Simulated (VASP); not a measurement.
# TiAl6N8 (a cell with a defect) in VASP: a series of runs

The runs below take TiAl6N8 (a cell with a defect) through single point, with PBE+D3(BJ).

Everything below comes from runs of VASP 6.6.1. Logs are shortened: lines on timing, memory, paths and dates and some standing lists are left out, and cuts for length are marked.

### Step 1. The cell of the first run

The cell holds a defect, 15 atoms: a = 6.162 Å, b = 5.336 Å, c = 5.031 Å, α = 90.00°, β = 90.00°, γ = 90.00°.

### Step 2. Single point, PBE+D3(BJ)

INCAR reads:

```
PREC = Accurate
ENCUT = 520
EDIFF = 1E-6
ISMEAR = 0
SIGMA = 0.02
LREAL = Auto
LASPH = T
NELM = 100
ALGO = Normal
ISIF = 2
LWAVE = F
LCHARG = F
GGA = PE
IVDW = 12
NELECT = 72.0
NBANDS = 48
```

KPOINTS reads:

```
Automatic mesh
0
Gamma
  2 2 2
```

POSCAR reads:

```
TiAl6N8
1.0
   -3.0810000000     -5.3364490000      0.0000000000
    4.6215000000     -2.6682240000      0.0000000000
    0.0000000000      0.0000000000      5.0310000000
Al N Ti
6 8 1
Direct
    0.5041652156      0.3316689450      0.0002516398
    0.5018949609      0.6696080006      0.5073343272
    0.2438709485      0.8324421491     -0.0056185649
   -0.0065309720      0.6620108353      0.5107916915
    0.7536675469      0.8413261305     -0.0025468098
    0.7512815789      0.1663013187      0.5197863248
    0.5034772078      0.3408805100      0.3795539654
    0.4982462432      0.6624104025      0.8818670244
    0.2491032501      0.8208783108      0.3739475253
    0.2681049784      0.1579044549      0.8751612006
   -0.0049241485      0.3331322511      0.4126811767
   -0.0019501483      0.7022764456      0.8673774597
    0.7460175219      0.8344496343      0.3771045518
    0.7280744721      0.1566085575      0.8772202345
    0.2423020408      0.1672631370      0.5127034387
```

Potentials or basis: VASP PAW PBE potentials, release 64 (Al, N, Ti_sv).

Command:

```console
$ cat potpaw_PBE.64/Al/POTCAR potpaw_PBE.64/N/POTCAR potpaw_PBE.64/Ti_sv/POTCAR > POTCAR
$ mpirun -np 1 vasp_std > vasp.out
```

OUTCAR:

```text
PREC = Accurate
   ENCUT = 520
   EDIFF = 1E-6
   ISMEAR = 0
   LREAL = Auto
   LASPH = T
   NELM = 100
   ISIF = 2
   GGA = PE
   IVDW = 12
   NELECT = 72.0
 IVDW          = 12

 ion  position               nearest neighbor table
   1  0.504  0.332  0.000-  14 1.78  10 1.84   8 1.86   7 1.91   6 2.99   5 3.03  15 3.06   2 3.07
                             3 3.11   3 3.12   2 3.12   5 3.12   6 3.15
   2  0.502  0.670  0.507-  13 1.86   7 1.87   9 1.88   8 1.88   4 3.03   3 3.05   5 3.05   6 3.06
                             1 3.07   6 3.10  15 3.10  15 3.12   1 3.12   4 3.13   5 3.13   3 3.15
   3  0.244  0.832  0.994-  12 1.78  10 1.84   8 1.90   9 1.91  15 3.01   5 3.02   4 3.02   2 3.05
                             1 3.11   1 3.12   5 3.14   2 3.15   4 3.16
   4  0.993  0.662  0.511-  12 1.81  11 1.82  13 1.90   9 1.92   5 3.02   3 3.02   2 3.03   6 3.04
                            15 3.05   6 3.08  15 3.10   5 3.13   2 3.13   3 3.16
   5  0.754  0.841  0.997-  14 1.79  12 1.80  13 1.91   8 1.93   6 2.96   4 3.02   3 3.02   1 3.03
                             2 3.05   1 3.12   4 3.13   2 3.13   3 3.14   6 3.15
   6  0.751  0.166  0.520-  14 1.80  11 1.83  13 1.91   7 1.92   5 2.96   1 2.99  15 3.03   4 3.04
                             2 3.06   4 3.08   2 3.10  15 3.14   5 3.15   1 3.15
   7  0.503  0.341  0.380-   2 1.87   1 1.91   6 1.92  15 1.97
   8  0.498  0.662  0.882-   1 1.86   2 1.88   3 1.90   5 1.93
   9  0.249  0.821  0.374-   2 1.88   3 1.91   4 1.92  15 1.98
  10  0.268  0.158  0.875-  15 1.83   1 1.84   3 1.84
  11  0.995  0.333  0.413-   4 1.82   6 1.83  15 1.83
  12  0.998  0.702  0.867-   3 1.78   5 1.80   4 1.81
  13  0.746  0.834  0.377-   2 1.86   4 1.90   5 1.91   6 1.91
  14  0.728  0.157  0.877-   1 1.78   5 1.79   6 1.80
  15  0.242  0.167  0.513-  10 1.83  11 1.83   7 1.97   9 1.98   3 3.01   6 3.03   4 3.05   1 3.06
                             2 3.10   4 3.10   2 3.12   6 3.14

  LATTYP: Found a simple orthorhombic cell.
 ALAT       =     5.0310000000
 B/A-ratio  =     1.0607132585
 C/A-ratio  =     1.2248062811

  Lattice vectors:

 A1 = (   0.0000000000,   0.0000000000,  -5.0310000000)
 A2 = (   4.6215000000,  -2.6682240000,   0.0000000000)
 A3 = (  -3.0810000000,  -5.3364490000,   0.0000000000)

Analysis of symmetry for initial positions (statically):
=====================================================================
 Subroutine PRICEL returns:
 Original cell was already a primitive cell.

 Routine SETGRP: Setting up the symmetry group for a
 simple orthorhombic supercell.

 Subroutine GETGRP returns: Found  1 space group operations
 (whereof  1 operations were pure point group operations)
 out of a pool of  8 trial point group operations.

The static configuration has the point symmetry C_1 .

Analysis of symmetry for dynamics (positions and initial velocities):
=====================================================================
 Subroutine PRICEL returns:
 Original cell was already a primitive cell.

 Routine SETGRP: Setting up the symmetry group for a
 simple orthorhombic supercell.

 Subroutine GETGRP returns: Found  1 space group operations
 (whereof  1 operations were pure point group operations)
 out of a pool of  8 trial point group operations.

The dynamic configuration has the point symmetry C_1 .

 Subroutine INISYM returns: Found  1 space group operations
 (whereof  1 operations are pure point group operations),
 and found     1 'primitive' translations

----------------------------------------------------------------------------------------

                                     Primitive cell

  volume of cell :     165.4354

  direct lattice vectors                    reciprocal lattice vectors
    -3.081000000 -5.336449000  0.000000000    -0.081142475 -0.140542903  0.000000000
     4.621500000 -2.668224000  0.000000000     0.162284980 -0.093695269  0.000000000
     0.000000000  0.000000000  5.031000000     0.000000000  0.000000000  0.198767641

  length of vectors
     6.162000400  5.336448404  5.031000000     0.162284962  0.187390550  0.198767641

  position of ions in fractional coordinates (direct lattice)
     0.504165216  0.331668945  0.000251640
     0.501894961  0.669608001  0.507334327
     0.243870949  0.832442149  0.994381435
     0.993469028  0.662010835  0.510791692
     0.753667547  0.841326131  0.997453190
     0.751281579  0.166301319  0.519786325
     0.503477208  0.340880510  0.379553965
     0.498246243  0.662410403  0.881867024
[... 43 lines left out ...]

  Shift w.r.t. Gamma in fractional coordinates (k-lattice)
     0.000000000  0.000000000  0.000000000

 Subroutine IBZKPT returns following result:
 ===========================================

 Found      8 irreducible k-points:

 Following reciprocal coordinates:
            Coordinates               Weight
  0.000000  0.000000  0.000000      1.000000
  0.500000  0.000000  0.000000      1.000000
  0.000000  0.500000  0.000000      1.000000
  0.500000  0.500000  0.000000      1.000000
  0.000000  0.000000  0.500000      1.000000
  0.500000  0.000000  0.500000      1.000000
  0.000000  0.500000  0.500000      1.000000
  0.500000  0.500000  0.500000      1.000000
   k-points           NKPTS =      8   k-points in BZ     NKDIM =      8   number of bands    NBANDS=     48
   number of dos      NEDOS =    301   number of ions     NIONS =     15
   total plane-waves  NPLWV =  76800
   dimension x,y,z NGX =    48 NGY =   40 NGZ =   40
   dimension x,y,z NGXF=    96 NGYF=   80 NGZF=   80
   ions per type =               6   8   1
   NGX,Y,Z   is equivalent  to a cutoff of  12.95, 12.46, 13.22 a.u.
   NGXF,Y,Z  is equivalent  to a cutoff of  25.90, 24.92, 26.44 a.u.
 SYSTEM =  unknown system
   PREC   = accura    normal or accurate (medium, high low for compatibility)
   ISTART =      0    job   : 0-new  1-cont  2-samecut
   ICHARG =      2    charge: 1-file 2-atom 10-const
   ISPIN  =      1    spin polarized calculation?
   LNONCOLLINEAR =      F non collinear calculations
   LSORBIT =      F    spin-orbit coupling
   LASPH  =      T    aspherical Exc in radial PAW
   ENCUT  =  520.0 eV  38.22 Ry    6.18 a.u.  11.46  9.92  9.35*2*pi/ulx,y,z
   NELM   =    100;   NELMIN=  2; NELMDL= -5     # of ELM steps
   EDIFF  = 0.1E-05   stopping-criterion for ELM
   LREAL  =      T    real-space projection
   EDIFFG = 0.1E-04   stopping-criterion for IOM
   NSW    =      0    number of steps for IOM
   IBRION =     -1    ionic relax: 0-MD 1-quasi-New 2-CG
   NFREE  =      0    steps in history (QN), initial steepest desc. (CG)
   ISIF   =      2    stress and relaxation
   ISYM   =      2    0-nonsym 1-usesym 2-fastsym
   POTIM  = 0.5000    time-step for ionic-motion
   TEBEG  =    0.0;   TEEND  =   0.0 temperature during run
   PSTRESS=    0.0 pullay stress
   NELECT =      72.0000    total number of electrons
   NUPDOWN=      -1.0000    fix difference up-down
   EMIN   =  10.00;   EMAX   =-10.00  energy-range for DOS
   EFERMI =   0.00;   METHOD = LEGACY
   ISMEAR =     0;   SIGMA  =   0.02  broadening in eV -4-tet -1-fermi 0-gaus
   EFERMI_NEDOS =   21; number of points for ismear=-14 and -15
   IALGO  =     38    algorithm
   IMIX   =      4    mixing-type and parameters
     AMIX     =   0.40;   BMIX     =  1.00
     AMIX_MAG =   1.60;   BMIX_MAG =  1.00
  volume/ion in A,a.u.               =      11.03        74.43
  Fermi-wavevector in a.u.,A,eV,Ry     =   1.240632  2.344454 20.941639  1.539167
  Thomas-Fermi vector in A             =   2.375064
   LORBIT       =      0    0 simple, 1 ext, 2 COOP (PROOUT), +10 PAW based schemes
   GGA     = PE    functional components
   LHFCALC =     F    Hartree Fock is set to
   AEXX    =    0.0000 exact exchange contribution
   IVDW    =    12    specifies the selected vdW correction
   LEPSILON=     F    determine dielectric tensor
   LRPA    =     F    only Hartree local field effects (RPA)
 non-spin polarized calculation
 Gauss-broadening in eV      SIGMA  =   0.02
  energy-cutoff  :      520.00
  volume of cell :      165.44
 maximum number of plane-waves:      4500
 NGX is ok and might be reduce to    48
   NGX = 23   NGY = 19   NGZ = 19

 number of electron      72.0000004 magnetization

 Free energy of the ion-electron system (eV)
  ---------------------------------------------------
  ext. energy  EPLUGINS =         0.00000000
  ---------------------------------------------------
  free energy    TOTEN  =       -99.39175601 eV

  energy without entropy =      -99.39175601  energy(sigma->0) =      -99.39175601

 E-fermi :   6.7350     XC(G=0): -10.8481

 val. band max:        6.6317738943   @ k =   0.5000   0.0000   0.5000
 cond. band min:       8.6315535268   @ k =   0.0000   0.5000   0.0000
 fundamental gap:      1.9997796325
 Fermi energy:         6.7349571155

 k-point     1 :       0.0000    0.0000    0.0000
  band No.  band energies     occupation
      1     -50.1625      2.00000
      2     -26.6355      2.00000
      3     -26.4797      2.00000
      4     -26.4549      2.00000
      5      -9.9156      2.00000
      6      -8.2119      2.00000
[... 397 lines left out ...]
     47      13.0930      0.00000
     48      13.4584      0.00000

------------------------ aborting loop because EDIFF is reached ----------------------------------------

 Edisp (eV)   -3.86281

 E8    (eV) :    -1.5076

  FORCE on cell =-STRESS in cart. coord.  units (eV):
  Direction    XX          YY          ZZ          XY          YZ          ZX
  --------------------------------------------------------------------------------------
  -------------------------------------------------------------------------------------
  Total      29.92222    29.89387    21.36506    -0.15779    -0.05514     0.28754
  in kB     289.78511   289.51058   206.91230    -1.52809    -0.53400     2.78470
  external pressure =      262.07 kB  Pullay stress =        0.00 kB

 VOLUME and BASIS-vectors are now :
 -----------------------------------------------------------------------------
  energy-cutoff  :      520.00
  volume of cell :      165.44
      direct lattice vectors                 reciprocal lattice vectors
    -3.081000000 -5.336449000  0.000000000    -0.081142475 -0.140542903  0.000000000
     4.621500000 -2.668224000  0.000000000     0.162284980 -0.093695269  0.000000000
     0.000000000  0.000000000  5.031000000     0.000000000  0.000000000  0.198767641

 POSITION                                       TOTAL-FORCE (eV/Angst)
 -----------------------------------------------------------------------------------
     -0.02052     -3.57542      0.00127         0.001140      0.004848      0.014594
      1.54826     -4.46500      2.55240        -0.004856      0.003708      0.004858
      3.09576     -3.52255      5.00273        -0.009925      0.002745      0.010772
     -0.00139     -7.06799      2.56979         0.010763     -0.001223     -0.005585
      1.56614     -6.26676      5.01819        -0.006899     -0.001908      0.004602
     -1.54614     -4.45291      2.61505        -0.001051     -0.003010     -0.012263
      0.02417     -3.59633      1.90954         0.002773     -0.004805     -0.015984
      1.52623     -4.42633      4.43667         0.008876      0.000555     -0.000648
      3.02620     -3.51961      1.88133        -0.003252      0.007837     -0.003924
     -0.09628     -1.85205      4.40294        -0.000235     -0.009188      0.038230
     -1.52626     -6.19904      2.07620         0.035018      0.016089      0.003800
      0.17058     -7.19987      4.36378         0.009806      0.003835      0.003401
      1.55793     -6.20758      1.89721         0.001848     -0.008753     -0.001690
     -1.51943     -4.30320      4.41329        -0.007192      0.012739      0.004537
      0.02647     -1.73933      2.57941        -0.036815     -0.023469     -0.044699
 -----------------------------------------------------------------------------------
    total drift:                               -0.017334     -0.008626     -0.007235

  FREE ENERGIE OF THE ION-ELECTRON SYSTEM (eV)
  ---------------------------------------------------
  free  energy   TOTEN  =      -103.2545631623 eV

  energy  without entropy=     -103.2545631623  energy(sigma->0) =     -103.25456316
```

It took 95 s on 1 thread of Intel Xeon Platinum 8259CL at 2.50GHz (Skylake/Cascade Lake), shared host; peak memory 0.28 GiB.

Results:

| Item | Value |
| --- | --- |
| Free energy | -103.2546 eV |
| Largest force | 0.062 eV/Å |
| Dispersion energy per atom | -0.258 eV |

Forces on the atoms (eV/Å):
```
Al   0.001  0.005  0.015
Al  -0.005  0.004  0.005
Al  -0.010  0.003  0.011
Al   0.011 -0.001 -0.006
Al  -0.007 -0.002  0.005
Al  -0.001 -0.003 -0.012
N    0.003 -0.005 -0.016
N    0.009  0.001 -0.001
N   -0.003  0.008 -0.004
N    0.000 -0.009  0.038
N    0.035  0.016  0.004
N    0.010  0.004  0.003
N    0.002 -0.009 -0.002
N   -0.007  0.013  0.005
Ti  -0.037 -0.023 -0.045
```

Caveat: the k points lie up to 0.62 Å⁻¹ apart; the cell carries a net charge on a neutralising background, which shifts energy and pressure; the cell is charged against a uniform background, so pressure and absolute levels hang on convention.

### Step 3. Single point, PBE+D3(BJ)

INCAR reads:

```
SYSTEM = TiAl6N8
PREC     = Accurate       ! precision mode
ENCUT    = 520            ! plane-wave cutoff, eV
EDIFF    = 1E-6           ! SCF threshold, eV
ISMEAR   = 0              ! smearing method
SIGMA    = 0.02           ! smearing width, eV
LREAL    = Auto         
LASPH    = .True.         ! aspherical terms in the spheres
NELM     = 60             ! most SCF steps
ALGO     = Normal         ! electronic algorithm
ISIF     = 2              ! what is computed and relaxed
LWAVE    = .False.        ! write WAVECAR
LCHARG   = .True.         ! write CHGCAR
GGA      = PE             ! functional
IVDW     = 12             ! dispersion correction
LELF     = .True.         ! ELF
LVHAR    = .True.       
NELECT   = 72.0         
NBANDS   = 48             ! bands
```

KPOINTS reads:

```
regular mesh
0
Gamma
  2 2 2
  0 0 0
```

POSCAR reads:

```
TiAl6N8
1.0
   -3.0810000000     -5.3364490000      0.0000000000
    4.6215000000     -2.6682240000      0.0000000000
    0.0000000000      0.0000000000      5.0310000000
Al N Ti
6 8 1
Direct
    0.4880442454      0.3446407703     -0.0098056052
    0.5095935680      0.6681087921      0.4968578811
    0.2245413695      0.8361949496     -0.0077956669
   -0.0044962268      0.6609021151      0.5034231763
    0.7297238837      0.8496451987     -0.0207519380
    0.7667550837      0.1599721763      0.5022500497
    0.5385067760      0.3519161261      0.3618630491
    0.4778221779      0.6707054268      0.8650242497
    0.2509373163      0.7984171528      0.3710015901
    0.2441575710      0.1690006440      0.9938543033
    0.0230119888      0.3229877610      0.4630389585
   -0.0226099701      0.7213101119      0.8521600080
    0.7511165113      0.8344944220      0.3552393162
    0.6903919462      0.1565646622      0.8420653946
    0.2715044191      0.1599961301      0.4305881534
```

Potentials or basis: VASP PAW PBE potentials, release 64 (Al, N, Ti_sv).

Command:

```console
$ cat potpaw_PBE.64/Al/POTCAR potpaw_PBE.64/N/POTCAR potpaw_PBE.64/Ti_sv/POTCAR > POTCAR
$ mpirun -np 1 vasp_std > vasp.out
```

Wall time 100 s (1 thread of Intel Xeon Platinum 8259CL at 2.50GHz (Skylake/Cascade Lake), shared host); peak memory 0.29 GiB.

The run converged. Its results:

```yaml
Free_energy: -101.7147 eV
Largest_force: 2.145 eV/Å
Dispersion_energy_per_atom: -0.257 eV
```

Forces on the atoms (eV/Å):
```
Al  -0.198 -0.308  0.086
Al   0.086  0.011  0.067
Al  -0.368 -0.045 -0.026
Al   0.097 -0.016  0.159
Al  -0.173 -0.164  0.191
Al   0.174  0.138  0.120
N    0.133  0.097  0.150
N   -0.173 -0.176  0.086
N    0.012  0.084  0.101
N   -0.051 -0.013  0.823
N    0.483  0.329 -0.209
N   -0.254 -0.004  0.209
N    0.087 -0.002  0.163
N   -0.204 -0.182  0.182
Ti   0.350  0.252 -2.102
```

Levels at points of the mesh, in eV from the Fermi level:
```csv
k point,band 32,band 33,band 34,band 35,band 36,band 37,band 38,band 39,band 40,band 41
"(0.00, 0.00, 0.00)",-2.01,-1.73,-1.23,-1.02,-0.33,0.90,1.45,2.02,2.34,3.04
"(0.50, 0.00, 0.00)",-2.07,-1.44,-1.28,-1.14,-0.95,0.87,1.51,1.92,2.43,2.74
"(0.00, 0.50, 0.00)",-2.10,-1.90,-1.33,-0.88,-0.23,1.08,1.42,1.99,2.50,2.74
"(0.50, 0.50, 0.00)",-2.03,-1.63,-1.49,-1.31,-0.42,1.06,1.44,1.96,2.21,2.84
"(0.00, 0.00, 0.50)",-2.42,-2.24,-1.11,-1.04,-0.44,1.23,1.77,2.23,2.90,3.92
"(0.50, 0.00, 0.50)",-2.55,-2.11,-1.41,-1.11,-0.32,1.25,2.01,2.23,2.59,4.18
"(0.00, 0.50, 0.50)",-2.41,-2.25,-1.43,-1.00,-0.44,1.33,1.63,2.37,2.56,3.83
"(0.50, 0.50, 0.50)",-2.35,-2.26,-1.63,-1.05,-0.35,1.36,1.83,2.14,2.62,4.09
```

Caveat: the k points lie up to 0.62 Å⁻¹ apart; the cell carries a net charge on a neutralising background, which shifts energy and pressure; the cell is charged against a uniform background, so pressure and absolute levels hang on convention.

(Continued in part 2 of 2.)
